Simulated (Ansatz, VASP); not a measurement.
## Two plane-wave programs on AlAs

```xyz
2
Lattice="0.0000 2.7441 2.7441 2.7441 0.0000 2.7441 2.7441 2.7441 0.0000" Properties=species:S:1:pos:R:3 pbc="T T T"
Al    0.0000    0.0000    0.0000
As    4.1161    4.1161    4.1161
```

Change from the starting cell: mode 4 frozen in at +0.000 Å, equal normal strain along x, y and z -0.0250.

Alike in both runs: task single point; functional LDA; k mesh 8 × 8 × 8; occupations gaussian, width 0.05 eV; no spin polarisation.

```csv
,VASP,Ansatz
version,VASP 6.6.1,Ansatz 0.2.0
potentials or method,"VASP PAW LDA potentials, release 64 (Al, As), cutoff 500 eV","scalar-relativistic, plane waves, PAW"
valence electrons in the cell,8,18
```

```tsv
	VASP	Ansatz	Ansatz less VASP
gap on the k mesh at the Fermi level (eV)	1.17	1.19	+0.018
least direct gap on the mesh (eV)	2.64	2.60	-0.038
pressure (GPa)	7.2	6.7	-0.51
```

Ansatz warns that its potentials were made for another functional, while VASP's fit it. LDA's correlation is that of Perdew and Zunger in VASP and of Perdew and Wang (1992) in Ansatz. VASP's potentials hold 8 valence electrons a cell and Ansatz's 18, so a difference there can come from the potentials and not from the codes.
